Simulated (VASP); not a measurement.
# Br (Cmce) in VASP: further runs

Br is run at these levels: PBEsol, PBE; tasks: dielectric tensor.

Program: VASP 6.6.1. These are calculated values, not measurements. Logs are shortened: lines on timing, memory, paths and dates and some standing lists are left out, and cuts for length are marked.

## Step 1: The cell of the first run

Symmetry: Cmce, No. 64, orthorhombic system. Conventional cell: a = 6.726 Å, b = 4.645 Å, c = 8.702 Å, α = 90.00°, β = 90.00°, γ = 90.00°. Br (site symmetry m) has 1 Br at 2.29 Å within 3.0 Å.

## Step 2: Dielectric tensor, PBEsol

INCAR reads:

```
PREC = Accurate
ENCUT = 520
EDIFF = 1E-8
ISMEAR = 0
SIGMA = 0.01
LREAL = F
LASPH = T
NELM = 60
ALGO = Normal
ISIF = 2
LWAVE = F
LCHARG = F
GGA = PS
LEPSILON = T
```

KPOINTS reads:

```
Automatic mesh
0
Gamma
  7 7 3
```

POSCAR reads:

```
Br
1.0
    3.3632500000     -2.3225500000      0.0000000000
    3.3632500000      2.3225500000      0.0000000000
    0.0000000000      0.0000000000      8.7023000000
Br
4
Direct
    0.3651000000      0.6349000000      0.3901000000
    0.1349000000      0.8651000000      0.8901000000
    0.6349000000      0.3651000000      0.6099000000
    0.8651000000      0.1349000000      0.1099000000
```

Potentials or basis: VASP PAW PBE potentials, release 64 (Br).

The run is started by

```
cat potpaw_PBE.64/Br/POTCAR > POTCAR
mpirun -np 1 vasp_std > vasp.out
```

OUTCAR:

```text
PREC = Accurate
   ENCUT = 520
   EDIFF = 1E-8
   ISMEAR = 0
   LREAL = F
   LASPH = T
   NELM = 60
   ISIF = 2
   GGA = PS
   LEPSILON = T

 ion  position               nearest neighbor table
   1  0.365  0.635  0.390-   3 2.29
   2  0.135  0.865  0.890-   4 2.29
   3  0.635  0.365  0.610-   1 2.29
   4  0.865  0.135  0.110-   2 2.29

  LATTYP: Found a base centered orthorhombic cell.
 ALAT       =     4.6451000000
 B/A-ratio  =     1.4480850789
 C/A-ratio  =     1.8734365245

  Lattice vectors:

 A1 = (  -3.3632500000,  -2.3225500000,   0.0000000000)
 A2 = (   3.3632500000,  -2.3225500000,   0.0000000000)
 A3 = (   0.0000000000,   0.0000000000,   8.7023000000)

Analysis of symmetry for initial positions (statically):
=====================================================================
 Subroutine PRICEL returns:
 Original cell was already a primitive cell.

 Routine SETGRP: Setting up the symmetry group for a
 base centered orthorhombic supercell.

 Subroutine GETGRP returns: Found  8 space group operations
 (whereof  4 operations were pure point group operations)
 out of a pool of  8 trial point group operations.

The static configuration has the point symmetry C_2h.
 The point group associated with its full space group is D_2h.

Analysis of symmetry for dynamics (positions and initial velocities):
=====================================================================
 Subroutine PRICEL returns:
 Original cell was already a primitive cell.

 Routine SETGRP: Setting up the symmetry group for a
 base centered orthorhombic supercell.

 Subroutine GETGRP returns: Found  8 space group operations
 (whereof  4 operations were pure point group operations)
 out of a pool of  8 trial point group operations.

The dynamic configuration has the point symmetry C_2h.
 The point group associated with its full space group is D_2h.

 Subroutine INISYM returns: Found  8 space group operations
 (whereof  4 operations are pure point group operations),
 and found     1 'primitive' translations

----------------------------------------------------------------------------------------

                                     Primitive cell

  volume of cell :     135.9528

  direct lattice vectors                    reciprocal lattice vectors
     3.363250000 -2.322550000  0.000000000     0.148665725 -0.215280618  0.000000000
     3.363250000  2.322550000  0.000000000     0.148665725  0.215280618  0.000000000
     0.000000000  0.000000000  8.702300000     0.000000000  0.000000000  0.114912150

  length of vectors
     4.087259359  4.087259359  8.702300000     0.261624239  0.261624239  0.114912150

  position of ions in fractional coordinates (direct lattice)
     0.365100000  0.634900000  0.390100000
     0.134900000  0.865100000  0.890100000
     0.634900000  0.365100000  0.609900000
     0.865100000  0.134900000  0.109900000

  ion indices of the primitive-cell ions
   primitive index   ion index
                 1           1
                 2           2
                 3           3
                 4           4

----------------------------------------------------------------------------------------

 KPOINTS: Automatic mesh

Automatic generation of k-mesh.
 Grid dimensions read from file:
 generate k-points for:    7    7    3

 Generating k-lattice:

  Cartesian coordinates                     Fractional coordinates (reciprocal lattice)
     0.021237961 -0.030754374  0.000000000     0.142857143  0.000000000  0.000000000
     0.021237961  0.030754374  0.000000000     0.000000000  0.142857143  0.000000000
     0.000000000  0.000000000  0.038304050     0.000000000  0.000000000  0.333333333

  Length of vectors
     0.037374891  0.037374891  0.038304050

  Shift w.r.t. Gamma in fractional coordinates (k-lattice)
     0.000000000  0.000000000  0.000000000

 Subroutine IBZKPT returns following result:
 ===========================================

 Found     32 irreducible k-points:

 Following reciprocal coordinates:
            Coordinates               Weight
  0.000000  0.000000  0.000000      1.000000
  0.142857 -0.000000  0.000000      4.000000
  0.285714  0.000000  0.000000      4.000000
  0.428571  0.000000  0.000000      4.000000
  0.142857  0.142857  0.000000      2.000000
  0.285714  0.142857  0.000000      4.000000
[... 16 lines left out ...]
  0.428571  0.142857  0.333333      8.000000
 -0.428571  0.142857  0.333333      8.000000
 [... further k-points ...]
   k-points           NKPTS =     32   k-points in BZ     NKDIM =     32   number of bands    NBANDS=     18
   number of dos      NEDOS =    301   number of ions     NIONS =      4
   total plane-waves  NPLWV =  63000
   dimension x,y,z NGX =    30 NGY =   30 NGZ =   70
   dimension x,y,z NGXF=    60 NGYF=   60 NGZF=  140
   ions per type =               4
   NGX,Y,Z   is equivalent  to a cutoff of  12.20, 12.20, 13.37 a.u.
   NGXF,Y,Z  is equivalent  to a cutoff of  24.40, 24.40, 26.75 a.u.
 SYSTEM =  unknown system
   PREC   = accura    normal or accurate (medium, high low for compatibility)
   ISTART =      0    job   : 0-new  1-cont  2-samecut
   ICHARG =      2    charge: 1-file 2-atom 10-const
   ISPIN  =      1    spin polarized calculation?
   LNONCOLLINEAR =      F non collinear calculations
   LSORBIT =      F    spin-orbit coupling
   LASPH  =      T    aspherical Exc in radial PAW
   ENCUT  =  520.0 eV  38.22 Ry    6.18 a.u.   7.60  7.60 16.18*2*pi/ulx,y,z
   NELM   =     60;   NELMIN=  2; NELMDL= -5     # of ELM steps
   EDIFF  = 0.1E-07   stopping-criterion for ELM
   LREAL  =      F    real-space projection
   EDIFFG = 0.1E-06   stopping-criterion for IOM
   NSW    =      0    number of steps for IOM
   IBRION =     -1    ionic relax: 0-MD 1-quasi-New 2-CG
   NFREE  =      0    steps in history (QN), initial steepest desc. (CG)
   ISIF   =      2    stress and relaxation
   ISYM   =      2    0-nonsym 1-usesym 2-fastsym
   POTIM  = 0.5000    time-step for ionic-motion
   TEBEG  =    0.0;   TEEND  =   0.0 temperature during run
   PSTRESS=    0.0 pullay stress
   NELECT =      28.0000    total number of electrons
   NUPDOWN=      -1.0000    fix difference up-down
   EMIN   =  10.00;   EMAX   =-10.00  energy-range for DOS
   EFERMI =   0.00;   METHOD = LEGACY
   ISMEAR =     0;   SIGMA  =   0.01  broadening in eV -4-tet -1-fermi 0-gaus
   EFERMI_NEDOS =   21; number of points for ismear=-14 and -15
   IALGO  =     38    algorithm
   IMIX   =      4    mixing-type and parameters
     AMIX     =   0.40;   BMIX     =  1.00
     AMIX_MAG =   1.60;   BMIX_MAG =  1.00
  volume/ion in A,a.u.               =      33.99       229.36
  Fermi-wavevector in a.u.,A,eV,Ry     =   0.966788  1.826965 12.717090  0.934680
  Thomas-Fermi vector in A             =   2.096619
   LORBIT       =      0    0 simple, 1 ext, 2 COOP (PROOUT), +10 PAW based schemes
   GGA     = PS    functional components
   LHFCALC =     F    Hartree Fock is set to
   AEXX    =    0.0000 exact exchange contribution
   IVDW    =     0    specifies the selected vdW correction
   LEPSILON=     T    determine dielectric tensor
   LRPA    =     F    only Hartree local field effects (RPA)
 non-spin polarized calculation
 Gauss-broadening in eV      SIGMA  =   0.01
  energy-cutoff  :      520.00
  volume of cell :      135.95
 maximum number of plane-waves:      3697
   NGX = 15   NGY = 15   NGZ = 33

--------------------------------------- Ionic step        1  -------------------------------------------

 number of electron      27.9999999 magnetization

 E-fermi :  -0.3598     XC(G=0):  -8.0554

 val. band max:       -0.4317113637   @ k =  -0.4286   0.4286   0.0000
 cond. band min:       1.4099907804   @ k =   0.0000   0.0000   0.0000
 fundamental gap:      1.8417021442
 Fermi energy:        -0.3597956093

 k-point     1 :       0.0000    0.0000    0.0000
  band No.  band energies     occupation
      1     -16.3720      2.00000
      2     -16.0559      2.00000
      3     -13.5354      2.00000
      4     -12.8613      2.00000
      5      -5.3789      2.00000
      6      -4.3687      2.00000
[... 481 lines left out ...]
      5      -5.1022      2.00000
      6      -5.0560      2.00000
[... 10 lines left out ...]
     17       7.0497      0.00000
     18       7.3618      0.00000

 [... further k-points ...]

  FORCE on cell =-STRESS in cart. coord.  units (eV):
  Direction    XX          YY          ZZ          XY          YZ          ZX
  --------------------------------------------------------------------------------------
  -------------------------------------------------------------------------------------
  Total        0.0340513     -0.3992098      0.7550033      0.0000000     -0.0000000      0.0000000
  in kB        0.4012873     -4.7046089      8.8975649      0.0000000     -0.0000000      0.0000000
  external PRESSURE =       1.5314144 kB  Pullay stress =       0.0000000 kB

 VOLUME and BASIS-vectors are now :
 -----------------------------------------------------------------------------
  energy-cutoff  :      520.00
  volume of cell :      135.95
      direct lattice vectors                 reciprocal lattice vectors
     3.363250000 -2.322550000  0.000000000     0.148665725 -0.215280618  0.000000000
     3.363250000  2.322550000  0.000000000     0.148665725  0.215280618  0.000000000
     0.000000000  0.000000000  8.702300000     0.000000000  0.000000000  0.114912150

 POSITION                                       TOTAL-FORCE (eV/Angst)
 -----------------------------------------------------------------------------------
      3.36325      0.62662      3.39477         0.000000      0.330153     -0.672153
      3.36325      1.69593      7.74592         0.000000     -0.330153     -0.672153
      3.36325     -0.62662      5.30753         0.000000     -0.330153      0.672153
      3.36325     -1.69593      0.95638         0.000000      0.330153      0.672153
 -----------------------------------------------------------------------------------
    total drift:                               -0.000000      0.000000      0.000000

  FREE ENERGIE OF THE ION-ELECTRON SYSTEM (eV)
  ---------------------------------------------------
  free  energy   TOTEN  =        -7.1540757800 eV

  energy  without entropy=       -7.1540757800  energy(sigma->0) =       -7.15407578

 HEAD OF MICROSCOPIC STATIC DIELECTRIC TENSOR (INDEPENDENT PARTICLE, excluding Hartree and local field effects)
 ------------------------------------------------------
           3.021243     0.000000     0.000000
           0.000000     5.865966     0.000000
           0.000000     0.000000     8.422505
 ------------------------------------------------------

 Free energy of the ion-electron system (eV)
  ---------------------------------------------------
  ---------------------------------------------------
  free energy    TOTEN  =        -0.72836598 eV

  energy without entropy =       -0.72836598

------------------------ aborting loop because EDIFF is reached ----------------------------------------

--------------------------------------- Ionic step        2  -------------------------------------------

------------------------ aborting loop because EDIFF is reached ----------------------------------------

--------------------------------------- Ionic step        3  -------------------------------------------

 Free energy of the ion-electron system (eV)
  ---------------------------------------------------
  ---------------------------------------------------
  free energy    TOTEN  =        -2.65121605 eV

  energy without entropy =       -2.65121605

------------------------ aborting loop because EDIFF is reached ----------------------------------------

 PIEZOELECTRIC TENSOR FIELD DIRECTION 3  (e Angst)
 -----------------------------------------------------------------------------
     0.00012  0.00000  0.00000           (  0.00000  0.00000  0.00000)
     0.00000  0.00838  0.00000           (  0.00000 -0.00002  0.00000)
     0.00000  0.00000 -0.00406           (  0.00000  0.00000  0.00000)

 PIEZOELECTRIC TENSOR FIELD DIRECTION 3  (C/m^2)
 -----------------------------------------------------------------------------
     0.00001  0.00000  0.00000
     0.00000  0.00099  0.00000
     0.00000  0.00000 -0.00048

 MACROSCOPIC STATIC DIELECTRIC TENSOR (including local field effects in DFT)
 ------------------------------------------------------
           2.729761     0.000000     0.000000
           0.000000     4.706434    -0.000000
           0.000000    -0.000000     7.587669
 ------------------------------------------------------

 PIEZOELECTRIC TENSOR (including local field effects)  for field in x, y, z        (e  Angst)
          XX          YY          ZZ          XY          YZ          ZX
  --------------------------------------------------------------------------------
  x     0.00000     0.00000     0.00000     0.00000     0.00000     0.00000
  y     0.00000     0.00000     0.00000     0.00000     0.00000     0.00000
  z     0.00000     0.00000     0.00000     0.00000     0.00000     0.00000

 PIEZOELECTRIC TENSOR (including local field effects)  for field in x, y, z        (C/m^2)
          XX          YY          ZZ          XY          YZ          ZX
  --------------------------------------------------------------------------------
  x     0.00000     0.00000     0.00000     0.00000     0.00000     0.00000
  y     0.00000     0.00000     0.00000     0.00000     0.00000     0.00000
  z     0.00000     0.00000     0.00000     0.00000     0.00000     0.00000

 BORN EFFECTIVE CHARGES (including local field effects) (in |e|, cummulative output)
 ---------------------------------------------------------------------------------
 ion    1
    1     0.00000     0.00000     0.00000
    2     0.00000     0.00000    -0.62021
    3     0.00000    -1.03632     0.00000
 ion    2
    1     0.00000     0.00000     0.00000
    2     0.00000     0.00000     0.62021
    3     0.00000     1.03632     0.00000
 ion    3
    1     0.00000     0.00000     0.00000
    2     0.00000     0.00000    -0.62021
    3     0.00000    -1.03632     0.00000
 ion    4
    1     0.00000     0.00000     0.00000
    2     0.00000     0.00000     0.62021
    3     0.00000     1.03632     0.00000
```

It took 14 min on 1 thread of Intel Xeon Platinum 8488C (Sapphire Rapids), shared host; peak memory 0.4 GiB.

Results:

- Band gap on the k mesh: 1.84 eV (least direct gap 1.86 eV)
- Electronic dielectric tensor (diagonal): 2.73, 4.71, 7.59
- Born charges (mean of the diagonal): Br +0.00 e

Electronic dielectric tensor:
```
2.73 0.00 0.00
0.00 4.71 0.00
0.00 0.00 7.59
```

Born effective charge tensors (e):
atom 1, Br
```
 0.00  0.00  0.00
 0.00  0.00 -0.62
 0.00 -1.04  0.00
```
atom 2, Br
```
0.00 0.00 0.00
0.00 0.00 0.62
0.00 1.04 0.00
```
atom 3, Br
```
 0.00  0.00  0.00
 0.00  0.00 -0.62
 0.00 -1.04  0.00
```
atom 4, Br
```
0.00 0.00 0.00
0.00 0.00 0.62
0.00 1.04 0.00
```

Caveat: this functional lacks dispersion, which holds the molecules together, so the pressure and a relaxed volume are unreliable; the PAW data sets were made with another functional, which shifts forces and pressure a little.

## Step 3: Dielectric tensor, PBE

INCAR reads:

```
  PREC = Accurate
  ENCUT = 520
  EDIFF = 1E-8
  ISMEAR = 0
  SIGMA = 0.01
  LREAL = F
  LASPH = T
  NELM = 60
  ALGO = Normal
  ISIF = 2
  LWAVE = F
  LCHARG = F
  GGA = PE
  LEPSILON = T
```

KPOINTS reads:

```
regular mesh
0
Gamma
  7 7 3
```

POSCAR is that of step 2.

Potentials or basis: VASP PAW PBE potentials, release 64 (Br).

The run is started by

```
cat potpaw_PBE.64/Br/POTCAR > POTCAR
mpirun -np 1 vasp_std > vasp.out
```

OUTCAR:

```text
PREC = Accurate
   ENCUT = 520
   EDIFF = 1E-8
   ISMEAR = 0
   LREAL = F
   LASPH = T
   NELM = 60
   ISIF = 2
   GGA = PE
   LEPSILON = T

 ion  position               nearest neighbor table
   1  0.365  0.635  0.390-   3 2.29
   2  0.135  0.865  0.890-   4 2.29
   3  0.635  0.365  0.610-   1 2.29
   4  0.865  0.135  0.110-   2 2.29

  LATTYP: Found a base centered orthorhombic cell.
 ALAT       =     4.6451000000
 B/A-ratio  =     1.4480850789
 C/A-ratio  =     1.8734365245

  Lattice vectors:

 A1 = (  -3.3632500000,  -2.3225500000,   0.0000000000)
 A2 = (   3.3632500000,  -2.3225500000,   0.0000000000)
 A3 = (   0.0000000000,   0.0000000000,   8.7023000000)

Analysis of symmetry for initial positions (statically):
=====================================================================
 Subroutine PRICEL returns:
[... 763 lines left out ...]
           0.000000     0.000000     7.310454
 ------------------------------------------------------

 PIEZOELECTRIC TENSOR (including local field effects)  for field in x, y, z        (e  Angst)
          XX          YY          ZZ          XY          YZ          ZX
  --------------------------------------------------------------------------------
  x     0.00000     0.00000     0.00000     0.00000     0.00000     0.00000
  y     0.00000     0.00000     0.00000     0.00000     0.00000     0.00000
  z     0.00000     0.00000     0.00000     0.00000     0.00000     0.00000

 PIEZOELECTRIC TENSOR (including local field effects)  for field in x, y, z        (C/m^2)
          XX          YY          ZZ          XY          YZ          ZX
  --------------------------------------------------------------------------------
  x     0.00000     0.00000     0.00000     0.00000     0.00000     0.00000
  y     0.00000     0.00000     0.00000     0.00000     0.00000     0.00000
  z     0.00000     0.00000     0.00000     0.00000     0.00000     0.00000

 BORN EFFECTIVE CHARGES (including local field effects) (in |e|, cummulative output)
 ---------------------------------------------------------------------------------
 ion    1
    1     0.00000     0.00000     0.00000
    2     0.00000     0.00000    -0.60466
    3     0.00000    -1.00891     0.00000
 ion    2
    1     0.00000     0.00000     0.00000
    2     0.00000     0.00000     0.60466
    3     0.00000     1.00891     0.00000
 ion    3
    1     0.00000     0.00000     0.00000
    2     0.00000     0.00000    -0.60466
    3     0.00000    -1.00891     0.00000
 ion    4
    1     0.00000     0.00000     0.00000
    2     0.00000     0.00000     0.60466
    3     0.00000     1.00891     0.00000
```

Run time: 23 min. Hardware: 1 thread of Intel Xeon 8259CL, shared host; peak memory 0.4 GiB.

Results:

* Band gap on the k mesh: 1.90 eV (least direct gap 1.92 eV)
* Electronic dielectric tensor (diagonal): 2.67, 4.55, 7.31
* Born charges (mean of the diagonal): Br +0.00 e

Electronic dielectric tensor:
```
2.67 0.00 0.00
0.00 4.55 0.00
0.00 0.00 7.31
```

Born effective charge tensors (e):
atom 1, Br
```
 0.00  0.00  0.00
 0.00  0.00 -0.60
 0.00 -1.01  0.00
```
atom 2, Br
```
0.00 0.00 0.00
0.00 0.00 0.60
0.00 1.01 0.00
```
atom 3, Br
```
 0.00  0.00  0.00
 0.00  0.00 -0.60
 0.00 -1.01  0.00
```
atom 4, Br
```
0.00 0.00 0.00
0.00 0.00 0.60
0.00 1.01 0.00
```

Caveat: this functional lacks dispersion, which holds the molecules together, so the pressure and a relaxed volume are unreliable. A k mesh can miss the band edges.
